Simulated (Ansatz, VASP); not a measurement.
This is a calculation of CdS for VASP 6.6.1.

The input INCAR:

```
ALGO = Normal
EDIFF = 1E-6
ENCUT = 520
GGA = CA
ISIF = 2
ISMEAR = -1
LASPH = T
LCHARG = F
LREAL = F
LWAVE = F
NBANDS = 16
NELM = 60
PREC = Accurate
SIGMA = 0.05
```

Contents of KPOINTS:

```
k-points
0
Gamma
  8 8 8
```

Contents of POSCAR:

```
CdS
1.0
    0.0000000000      2.9358151324      2.9358151324
    2.9358151324      0.0000000000      2.9358151324
    2.9358151324      2.9358151324      0.0000000000
Cd S
1 1
Direct
    0.0000000000      0.0000000000      0.0000000000
    0.7500000000      0.7500000000      0.7500000000
```

Potentials or basis: VASP PAW LDA potentials, release 64 (Cd, S).

Command:

```bash
$ cat potpaw_LDA.64/Cd/POTCAR potpaw_LDA.64/S/POTCAR > POTCAR
$ mpirun -np 1 vasp_std > vasp.out
```

Set up the same calculation for Ansatz 0.2.0. Potentials there: all-electron LAPW, scalar-relativistic.

As run (the cutoff follows the program's own potentials):

File input.yaml:

```yaml
crystal:
  lattice:
    - [0.0, 2.9358151324, 2.9358151324]
    - [2.9358151324, 0.0, 2.9358151324]
    - [2.9358151324, 2.9358151324, 0.0]
  atoms:
    - { symbol: Cd, position: [0.0, 0.0, 0.0] }
    - { symbol: S, position: [0.75, 0.75, 0.75] }
kpoints:
  mp_grid: { grid: [8, 8, 8] }
scf:
  occupations: { method: fermi_dirac, width: 0.05 }
hamiltonian:
  xc: lda
  pseudopotentials: { kind: all_electron, lapw: { basis_error: 0.001 } }
output:
  forces: true
  stress: true
  eigenvalues: true
```

Potentials or basis: all-electron LAPW, scalar-relativistic.

Command:

```console
$ ansatz run input.yaml --threads 1 --pin off --max-ram 3072MiB --backend cpu --events-out ev --progress --plain --runs-dir out
```

Both were run:

|  | VASP | Ansatz | Ansatz less VASP |
| --- | --- | --- | --- |
| gap on the k mesh at the Fermi level (eV) | 0.85 | 0.82 | -0.029 |
| least direct gap on the mesh (eV) | 0.85 | 0.82 | -0.029 |
| pressure (GPa) | -3.1 | -3.5 | -0.40 |

LDA's correlation is that of Perdew and Zunger in VASP and of Perdew and Wang (1992) in Ansatz. Ansatz ran all-electron here, and VASP with PAW potentials.
